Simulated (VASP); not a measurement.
# Si9N8O6 in VASP: further runs

Si9N8O6 is run at these levels: PBE; tasks: single point.

All numbers are computed with VASP 6.6.1; they aren't measurements. Logs are shortened: lines on timing, memory, paths and dates and some standing lists are left out, and cuts for length are marked.

## 1. The cell of the first run

The cell holds a disordered packing, 23 atoms: a = 6.951 Å, b = 6.753 Å, c = 6.614 Å, α = 92.77°, β = 90.83°, γ = 92.47°.

## 2. Single point, PBE

The input, INCAR:

```
SYSTEM = Si9N8O6
PREC     = Accurate       ! precision mode
ENCUT    = 520            ! plane-wave cutoff, eV
EDIFF    = 1E-7           ! SCF threshold, eV
ISMEAR   = -1             ! smearing method
SIGMA    = 0.05           ! smearing width, eV
LREAL    = Auto         
LASPH    = .True.         ! aspherical terms in the spheres
NELM     = 60             ! most SCF steps
ALGO     = Normal         ! electronic algorithm
ISIF     = 2              ! what is computed and relaxed
LWAVE    = .False.        ! write WAVECAR
LCHARG   = .False.        ! write CHGCAR
GGA      = PE             ! functional
NBANDS   = 73             ! bands
ISYM     = 0
```

The input, KPOINTS:

```
Automatic mesh
0
Gamma
  1 1 1
  0 0 0
```

The input, POSCAR:

```
Si9N8O6
1.0
    6.9494310000     -0.1483230000     -0.0508250000
   -0.1483230000      6.7490330000     -0.1619310000
   -0.0508250000     -0.1619310000      6.6115700000
Si N O
9 8 6
Direct
    0.7393592863      0.4094644542      0.7105626839
    0.2200018403      0.4716460335      0.7170418989
    0.0313509111      0.0788333540      0.6050407050
    0.5935787502      0.6157393736      0.9461929515
    0.2829037167      0.4756087351      0.2269974272
    0.5157867964      0.7466403610      0.5396520167
    0.4741745268      0.2236868105      0.4820119501
    0.9693656268      0.6502749312      0.4378516264
    0.7904509316      0.9637626811      0.2192235314
    0.1091684919      0.9303178732      0.8501202879
    0.3603700780      0.5165221814      0.9739276394
    0.7132292550      0.7412197718      0.1424211399
    0.9868236391      0.5482672217      0.6715819043
    0.2430523674      0.2234958141      0.6196180389
    0.3262963758      0.5961946586      0.4864489691
    0.9610629346      0.9088871745      0.4154781743
    0.1478987489      0.9070463492      0.0074041228
    0.0449370175      0.5375093141      0.2380267236
    0.5190526921      0.9708833808      0.4357999643
    0.4127297792      0.2812649972      0.2552101110
    0.5099548124      0.7815270377      0.7844436205
    0.8673139964      0.1895514903      0.7268259273
    0.7160817912      0.5966374048      0.4827928841
```

Potentials or basis: VASP PAW PBE potentials, release 64 (Si, N, O).

The run is started by

```
cat potpaw_PBE.64/Si/POTCAR potpaw_PBE.64/N/POTCAR potpaw_PBE.64/O/POTCAR > POTCAR
mpirun -np 1 vasp_gam > vasp.out
```

OUTCAR:

```text
SYSTEM = Si9N8O6
   PREC = Accurate
   ENCUT = 520
   EDIFF = 1E-7
   ISMEAR = -1
   LREAL = Auto
   LASPH = .True.
   NELM = 60
   ISIF = 2
   GGA = PE
   ISYM = 0

 ion  position               nearest neighbor table
   1  0.739  0.409  0.711-  22 1.77  13 1.95  23 2.02   4 2.31   7 2.61   8 2.93   6 3.06   3 3.14

   2  0.220  0.472  0.717-  13 1.75  14 1.78  15 1.92  11 1.95   8 2.86   7 2.90   3 2.96   6 3.00
                             4 3.08
   3  0.031  0.079  0.605-  22 1.60  16 1.71  14 1.73  10 2.03   2 2.96   8 3.06   9 3.08   1 3.14

   4  0.594  0.616  0.946-  21 1.70  12 1.70  11 1.74   1 2.31   6 2.92   5 3.02   2 3.08   9 3.15

   5  0.283  0.476  0.227-  20 1.64  18 1.73  11 1.80  15 1.88   7 2.81   8 2.87   4 3.02   6 3.09

   6  0.516  0.747  0.540-  21 1.63  15 1.65  19 1.69  23 1.79   4 2.92   2 3.00   1 3.06   5 3.09

   7  0.474  0.224  0.482-  20 1.62  19 1.76  14 1.86   1 2.61   5 2.81   2 2.90
   8  0.969  0.650  0.438-  18 1.60  13 1.73  16 1.76  23 1.81   2 2.86   5 2.87   9 2.93   1 2.93
                             3 3.06
   9  0.790  0.964  0.219-  12 1.63  16 1.81  19 2.39   8 2.93   3 3.08   4 3.15
  10  0.109  0.930  0.850-  17 1.09   3 2.03
  11  0.360  0.517  0.974-   4 1.74   5 1.80   2 1.95
  12  0.713  0.741  0.142-   9 1.63   4 1.70
  13  0.987  0.548  0.672-   8 1.73   2 1.75   1 1.95
  14  0.243  0.223  0.620-   3 1.73   2 1.78   7 1.86
  15  0.326  0.596  0.486-   6 1.65   5 1.88   2 1.92
  16  0.961  0.909  0.415-   3 1.71   8 1.76   9 1.81
  17  0.148  0.907  0.007-  10 1.09
  18  0.045  0.538  0.238-   8 1.60   5 1.73
  19  0.519  0.971  0.436-   6 1.69   7 1.76   9 2.39
  20  0.413  0.281  0.255-   7 1.62   5 1.64
  21  0.510  0.782  0.784-   6 1.63   4 1.70
  22  0.867  0.190  0.727-   3 1.60   1 1.77
  23  0.716  0.597  0.483-   6 1.79   8 1.81   1 2.02

IMPORTANT INFORMATION: All symmetrisations will be switched off!
NOSYMM: (Re-)initialisation of all symmetry stuff for point group C_1.

----------------------------------------------------------------------------------------

                                     Primitive cell

  volume of cell :     309.7479

  direct lattice vectors                    reciprocal lattice vectors
     6.949431000 -0.148323000 -0.050825000     0.143973478  0.003192525  0.001184956
    -0.148323000  6.749033000 -0.161931000     0.003192525  0.148327289  0.003657383
    -0.050825000 -0.161931000  6.611570000     0.001184956  0.003657383  0.151348692

  length of vectors
     6.951199473  6.752604519  6.613748007     0.144013745  0.148406716  0.151397513

  position of ions in fractional coordinates (direct lattice)
     0.739359286  0.409464454  0.710562684
     0.220001840  0.471646034  0.717041899
     0.031350911  0.078833354  0.605040705
     0.593578750  0.615739374  0.946192952
     0.282903717  0.475608735  0.226997427
     0.515786796  0.746640361  0.539652017
[... 15 lines left out ...]
     0.867313996  0.189551490  0.726825927
     0.716081791  0.596637405  0.482792884

  ion indices of the primitive-cell ions
   primitive index   ion index
                 1           1
                 2           2
                 3           3
                 4           4
                 5           5
                 6           6
[... 15 lines left out ...]
                22          22
                23          23

----------------------------------------------------------------------------------------

 KPOINTS: Automatic mesh

Automatic generation of k-mesh.
 Grid dimensions read from file:
 generate k-points for:    1    1    1

 Generating k-lattice:

  Cartesian coordinates                     Fractional coordinates (reciprocal lattice)
     0.143973478  0.003192525  0.001184956     1.000000000 -0.000000000  0.000000000
     0.003192525  0.148327289  0.003657383     0.000000000  1.000000000  0.000000000
     0.001184956  0.003657383  0.151348692     0.000000000  0.000000000  1.000000000

  Length of vectors
     0.144013745  0.148406716  0.151397513

  Shift w.r.t. Gamma in fractional coordinates (k-lattice)
     0.000000000  0.000000000  0.000000000

 Subroutine IBZKPT returns following result:
 ===========================================

 Found      1 irreducible k-points:

 Following reciprocal coordinates:
            Coordinates               Weight
  0.000000  0.000000  0.000000      1.000000
   k-points           NKPTS =      1   k-points in BZ     NKDIM =      1   number of bands    NBANDS=     73
   number of dos      NEDOS =    301   number of ions     NIONS =     23
   total plane-waves  NPLWV = 135000
   dimension x,y,z NGX =    54 NGY =   50 NGZ =   50
   dimension x,y,z NGXF=   108 NGYF=  100 NGZF=  100
   ions per type =               9   8   6
   NGX,Y,Z   is equivalent  to a cutoff of  12.91, 12.31, 12.57 a.u.
   NGXF,Y,Z  is equivalent  to a cutoff of  25.83, 24.62, 25.14 a.u.
 SYSTEM =  Si9N8O6
   PREC   = accura    normal or accurate (medium, high low for compatibility)
   ISTART =      0    job   : 0-new  1-cont  2-samecut
   ICHARG =      2    charge: 1-file 2-atom 10-const
   ISPIN  =      1    spin polarized calculation?
   LNONCOLLINEAR =      F non collinear calculations
   LSORBIT =      F    spin-orbit coupling
   LASPH  =      T    aspherical Exc in radial PAW
   ENCUT  =  520.0 eV  38.22 Ry    6.18 a.u.  12.92 12.56 12.30*2*pi/ulx,y,z
   NELM   =     60;   NELMIN=  2; NELMDL= -5     # of ELM steps
   EDIFF  = 0.1E-06   stopping-criterion for ELM
   LREAL  =      T    real-space projection
   EDIFFG = 0.1E-05   stopping-criterion for IOM
   NSW    =      0    number of steps for IOM
   IBRION =     -1    ionic relax: 0-MD 1-quasi-New 2-CG
   NFREE  =      0    steps in history (QN), initial steepest desc. (CG)
   ISIF   =      2    stress and relaxation
   ISYM   =      0    0-nonsym 1-usesym 2-fastsym
   POTIM  = 0.5000    time-step for ionic-motion
   TEBEG  =    0.0;   TEEND  =   0.0 temperature during run
   PSTRESS=    0.0 pullay stress
   NELECT =     112.0000    total number of electrons
   NUPDOWN=      -1.0000    fix difference up-down
   EMIN   =  10.00;   EMAX   =-10.00  energy-range for DOS
   EFERMI =   0.00;   METHOD = LEGACY
   ISMEAR =    -1;   SIGMA  =   0.05  broadening in eV -4-tet -1-fermi 0-gaus
   EFERMI_NEDOS =   21; number of points for ismear=-14 and -15
   IALGO  =     38    algorithm
   IMIX   =      4    mixing-type and parameters
     AMIX     =   0.40;   BMIX     =  1.00
     AMIX_MAG =   1.60;   BMIX_MAG =  1.00
  volume/ion in A,a.u.               =      13.47        90.88
  Fermi-wavevector in a.u.,A,eV,Ry     =   1.166303  2.203993 18.507496  1.360263
  Thomas-Fermi vector in A             =   2.302818
   LORBIT       =      0    0 simple, 1 ext, 2 COOP (PROOUT), +10 PAW based schemes
   GGA     = PE    functional components
   LHFCALC =     F    Hartree Fock is set to
   AEXX    =    0.0000 exact exchange contribution
   IVDW    =     0    specifies the selected vdW correction
   LEPSILON=     F    determine dielectric tensor
   LRPA    =     F    only Hartree local field effects (RPA)
 non-spin polarized calculation
  energy-cutoff  :      520.00
  volume of cell :      309.75
 maximum number of plane-waves:      4169
 NGX is ok and might be reduce to    50
   NGX = 25   NGY = 25   NGZ = 25

 number of electron     112.0000000 magnetization

 Free energy of the ion-electron system (eV)
  ---------------------------------------------------
  ext. energy  EPLUGINS =         0.00000000
  ---------------------------------------------------
  free energy    TOTEN  =      -169.72511055 eV

  energy without entropy =     -169.72510858  energy(sigma->0) =     -169.72510957

 E-fermi :   5.1338     XC(G=0):  -9.3320

 val. band max:        4.4212035803   @ k =   0.0000   0.0000   0.0000
 cond. band min:       5.8471641339   @ k =   0.0000   0.0000   0.0000
 fundamental gap:      1.4259605535
 Fermi energy:         5.1338352127

 k-point     1 :       0.0000    0.0000    0.0000
  band No.  band energies     occupation
      1     -20.5423      2.00000
      2     -16.8088      2.00000
      3     -16.3273      2.00000
      4     -16.1893      2.00000
      5     -16.0973      2.00000
      6     -15.4971      2.00000
[... 60 lines left out ...]
     67       9.1018      0.00000
     68       9.3001      0.00000
 [bands above 68 left out]

------------------------ aborting loop because EDIFF is reached ----------------------------------------

  FORCE on cell =-STRESS in cart. coord.  units (eV):
  Direction    XX          YY          ZZ          XY          YZ          ZX
  --------------------------------------------------------------------------------------
  -------------------------------------------------------------------------------------
  Total       -7.8829467      0.4415744      0.1768660      1.1055015     -6.6457162     -0.2211236
  in kB      -40.7747027      2.2840527      0.9148431      5.7182290    -34.3751027     -1.1437666
  external PRESSURE =     -12.5252690 kB  Pullay stress =       0.0000000 kB

 VOLUME and BASIS-vectors are now :
 -----------------------------------------------------------------------------
  energy-cutoff  :      520.00
  volume of cell :      309.75
      direct lattice vectors                 reciprocal lattice vectors
     6.949431000 -0.148323000 -0.050825000     0.143973478  0.003192525  0.001184956
    -0.148323000  6.749033000 -0.161931000     0.003192525  0.148327289  0.003657383
    -0.050825000 -0.161931000  6.611570000     0.001184956  0.003657383  0.151348692

 POSITION                                       TOTAL-FORCE (eV/Angst)
 -----------------------------------------------------------------------------------
      5.04128      2.53876      4.59405         1.946130     -0.379369     -2.271607
      1.42249      3.03441      4.65322         0.516322      0.425899     -0.100534
      0.17543      0.42942      3.98591         0.874863      0.059887     -0.244549
      3.98562      3.91439      6.12594         0.107098      1.675691      1.271516
      1.88394      3.13118      1.40942        -0.561032      1.461313     -0.625251
      3.44625      4.87521      3.42083         2.284390      1.356047     -0.505822
[... 15 lines left out ...]
      5.96228      1.03295      4.73068        -1.169607      0.616834      0.379818
      4.86333      3.84233      3.05901        -1.290211      0.724365      0.756054
 -----------------------------------------------------------------------------------
    total drift:                                0.000865     -0.003052     -0.010038

  FREE ENERGIE OF THE ION-ELECTRON SYSTEM (eV)
  ---------------------------------------------------
  free  energy   TOTEN  =      -169.7251105543 eV

  energy  without entropy=     -169.7251085793  energy(sigma->0) =     -169.72510957
```

Wall time 52 s (1 thread of Intel Xeon Platinum 8559C (Emerald Rapids), shared host); peak memory 0.33 GiB.

Results:

| Quantity | Value |
| --- | --- |
| Free energy | -169.7251 eV |
| Pressure | -1.3 GPa |
| Largest force | 4.973 eV/Å |

Forces on the atoms (eV/Å):
```
Si   1.946 -0.379 -2.272
Si   0.516  0.426 -0.101
Si   0.875  0.060 -0.245
Si   0.107  1.676  1.272
Si  -0.561  1.461 -0.625
Si   2.284  1.356 -0.506
Si   0.404 -2.172  2.283
Si  -2.450  1.140  1.538
Si  -0.173  1.784 -0.139
N   -1.316  0.646 -4.752
N   -2.631 -0.943 -0.018
N   -1.075 -1.966 -2.187
N    1.066 -0.762  1.168
N   -0.136 -0.184 -0.075
N   -1.267 -1.067 -0.523
N    1.354 -0.254  1.776
N    1.121 -0.559  4.357
O    2.006 -2.020 -1.554
O   -0.154 -0.196  0.897
O   -0.708 -0.043 -0.802
O    1.252  0.655 -0.630
O   -1.170  0.617  0.380
O   -1.290  0.724  0.756
```

Stress tensor (GPa, compression positive):
```
-4.08  0.57 -0.11
 0.57  0.23 -3.44
-0.11 -3.44  0.09
```

Caveat: the k points lie up to 0.95 Å⁻¹ apart; the standard files for N, O and F lose accuracy on very short bonds; the atoms stand as in a frame of molecular dynamics.

## 3. Single point, PBE

The input, INCAR:

```
PREC = Accurate
ENCUT = 520
EDIFF = 1E-6
ISMEAR = -1
SIGMA = 0.05
LREAL = Auto
LASPH = True
NELM = 80
ALGO = Normal
ISIF = 2
LWAVE = False
LCHARG = False
GGA = PE
ISYM = 0
NBANDS = 73
```

The input, KPOINTS:

```
regular mesh
0
Gamma
  1 1 1
```

The input, POSCAR:

```
Si9N8O6
1.0
    6.9494310000     -0.1483230000     -0.0508250000
   -0.1483230000      6.7490330000     -0.1619310000
   -0.0508250000     -0.1619310000      6.6115700000
Si N O
9 8 6
Direct
    0.7586406879      0.3964114858      0.7077850225
    0.2322246871      0.4774005544      0.7111846005
    0.0351331681      0.0755989927      0.6138604694
    0.6000578948      0.6412463765      0.9463325064
    0.2727331067      0.4751594287      0.2183341781
    0.5326341590      0.7512508095      0.5198733320
    0.4665235208      0.2074167149      0.4939763557
    0.9629173319      0.6555827442      0.4400503122
    0.7944128254      0.9759345355      0.2106557273
    0.1043571590      0.9370678759      0.8497227271
    0.3503346034      0.5424781133      0.9750943845
    0.6993364410      0.7613378252      0.1392903607
    0.9922258485      0.5502729116      0.6726205911
    0.2417768704      0.2216798147      0.6323947479
    0.3365834067      0.5915818802      0.4732112489
    0.9740366644      0.9141954974      0.4082512935
    0.1568048582      0.9306564685      0.0124895811
    0.0393485527      0.4861810310      0.2628868288
    0.5293665361      0.9759025511      0.4460683212
    0.3624653486      0.2583509384      0.2661198970
    0.5450069475      0.7903155481      0.7667132867
    0.8676118892      0.1816473775      0.7291583869
    0.7151193566      0.5986645562      0.4858810073
```

Potentials or basis: VASP PAW PBE potentials, release 64 (Si, N, O).

The run is started by

```
cat potpaw_PBE.64/Si/POTCAR potpaw_PBE.64/N/POTCAR potpaw_PBE.64/O/POTCAR > POTCAR
mpirun -np 1 vasp_gam > vasp.out
```

Run time: 38 s. Hardware: 1 thread of Intel Xeon Platinum 8559C (Emerald Rapids), shared host; peak memory 0.33 GiB.

It converged, with:

| Property | Result |
| --- | --- |
| Free energy | -170.2657 eV |
| Pressure | -2.3 GPa |
| Largest force | 2.920 eV/Å |

Forces in eV/Å, atoms in the order of the input:
```
Si  -0.639  2.071 -0.401
Si  -0.414  0.687 -0.050
Si   1.459 -0.630 -1.140
Si  -1.567 -2.040 -1.382
Si   0.608 -0.446  0.883
Si  -0.264 -1.341  0.971
Si  -0.465  1.010 -0.366
Si  -0.933 -1.104  0.128
Si   0.690  2.248  0.327
N    0.556 -0.325  0.789
N   -0.663 -0.822 -0.665
N    0.211 -1.093  0.478
N    1.370 -0.821  0.957
N    0.302 -0.001  0.359
N   -0.146  0.927  0.527
N    0.559 -0.675  1.786
N   -0.576 -0.031 -1.114
O   -0.539  1.161 -0.672
O   -0.096 -0.032 -0.342
O    0.649 -0.032 -0.367
O    0.081  0.724 -0.469
O   -1.095  0.291  0.631
O    0.912  0.274 -0.867
```

Stress tensor (GPa, compression positive):
```
-3.19 -1.12 -1.21
-1.12  0.98 -2.18
-1.21 -2.18 -4.80
```

Levels at points of the mesh, in eV from the Fermi level:
```tsv
k point	band 53	band 54	band 55	band 56	band 57	band 58	band 59	band 60
(0.00, 0.00, 0.00)	-2.34	-2.03	-0.99	-0.66	0.67	0.76	1.66	2.53
```

Caveat: the k points lie up to 0.95 Å⁻¹ apart; the standard files for N, O and F lose accuracy on very short bonds; the atoms stand as in a frame of molecular dynamics.

## 4. Single point, PBE

The input, INCAR:

```
  PREC = Accurate
  ENCUT = 520
  EDIFF = 1E-7
  ISMEAR = -1
  SIGMA = 0.05
  LREAL = Auto
  LASPH = True
  NELM = 100
  ALGO = Normal
  ISIF = 2
  LWAVE = False
  LCHARG = False
  GGA = PE
  NBANDS = 73
  ISYM = 0
```

The input, KPOINTS:

```
Automatic mesh
0
Gamma
  1 1 1
```

The input, POSCAR:

```
Si9N8O6
1.0
    6.9494310000     -0.1483230000     -0.0508250000
   -0.1483230000      6.7490330000     -0.1619310000
   -0.0508250000     -0.1619310000      6.6115700000
Si N O
9 8 6
Direct
    0.7530037494      0.4205254831      0.6899950432
    0.2303136370      0.4745159222      0.7025696663
    0.0406358008      0.0790259293      0.6266272704
    0.5839531180      0.6244553813      0.9290271602
    0.2791375153      0.4779611057      0.2196414594
    0.5198005662      0.7597115196      0.5415932539
    0.4763410235      0.2208793361      0.4982900044
    0.9512289398      0.6605278606      0.4483897392
    0.8131139834      0.9479724531      0.2127379194
    0.1069617094      0.9225875773      0.8508816904
    0.3315005691      0.5122734718      0.9588862361
    0.6977042291      0.7363885782      0.1341079284
    0.9857328117      0.5460940841      0.6665193640
    0.2485081969      0.2226351738      0.6248627732
    0.3213921848      0.5947461337      0.4872657469
    0.9792682447      0.9051516822      0.4396907884
    0.1049565280      0.8977008425      0.0174218848
    0.0349615637      0.5355754475      0.2395635514
    0.5180002242      0.9740432448      0.4472562732
    0.4009480381      0.2776817822      0.2540507735
    0.5453574997      0.8170732542      0.7784074409
    0.8456078527      0.1898466540      0.7115946859
    0.7086647727      0.6107335297      0.4616253898
```

The run is started by

```
cat potpaw_PBE.64/Si/POTCAR potpaw_PBE.64/N/POTCAR potpaw_PBE.64/O/POTCAR > POTCAR
mpirun -np 1 vasp_gam > vasp.out
```

Run time: 42 s. Hardware: 1 thread of Intel Xeon Platinum 8559C (Emerald Rapids), shared host; peak memory 0.34 GiB.

Results (log left out):

```
Free energy   : -170.4076 eV
Pressure      : -2.7 GPa
Largest force : 2.884 eV/Å
```

Forces on the atoms (eV/Å):
```
Si  -0.017 -0.682 -0.316
Si  -1.768  0.284  0.787
Si  -0.730  0.034  0.098
Si  -0.355  0.339  1.180
Si  -1.673  0.636 -0.009
Si  -0.052 -1.270 -1.427
Si  -0.392 -0.872 -1.261
Si   0.781 -1.746 -1.307
Si   0.106  0.659 -0.554
N   -0.507  0.861 -2.705
N    1.171  0.881 -0.585
N   -0.096 -0.028 -0.887
N    1.098 -0.973  1.034
N   -0.477  0.046  0.381
N    1.630  1.102  0.245
N   -0.141  1.291 -0.283
N   -0.156 -0.092  2.312
O    1.800 -0.707  0.267
O   -0.092  1.393 -0.533
O   -0.113  0.072  0.716
O   -0.068 -0.759  0.767
O    1.123 -0.347  0.085
O   -1.069 -0.121  1.995
```

Stress tensor (GPa, compression positive):
```
-8.32  0.62 -1.16
 0.62  1.37 -5.70
-1.16 -5.70 -1.20
```

Levels at points of the mesh, in eV from the Fermi level:
| k point | band 52 | band 53 | band 54 | band 55 | band 56 | band 57 | band 58 | band 59 | band 60 | band 61 |
| --- | --- | --- | --- | --- | --- | --- | --- | --- | --- | --- |
| (0.00, 0.00, 0.00) | -2.41 | -2.03 | -1.93 | -1.20 | -0.55 | 0.55 | 1.01 | 1.66 | 2.74 | 3.00 |

Caveat: the k points lie up to 0.95 Å⁻¹ apart; the standard files for N, O and F lose accuracy on very short bonds; the atoms stand as in a frame of molecular dynamics.

## 5. The runs side by side

| cell | pressure (GPa) | largest force (eV/Å) |
| --- | --- | --- |
| as given, atomic positions A | -1.3 | 4.97 |
| as given, atomic positions B | -2.3 | 2.92 |
| as given, atomic positions C | -2.7 | 2.88 |

Alike in all rows: task single point; level PBE; potentials or basis VASP PAW PBE potentials, release 64 (Si, N, O); no spin polarisation; k mesh 1 × 1 × 1; cutoff (eV) 520; smearing fermi-dirac 0.05 eV.

Caveats: all runs use coarse meshes; the standard files for N, O and F lose accuracy on very short bonds; the atoms stand as in a frame of molecular dynamics.

Total energies depend on the potentials used, so only differences within one code and one set of settings carry meaning.
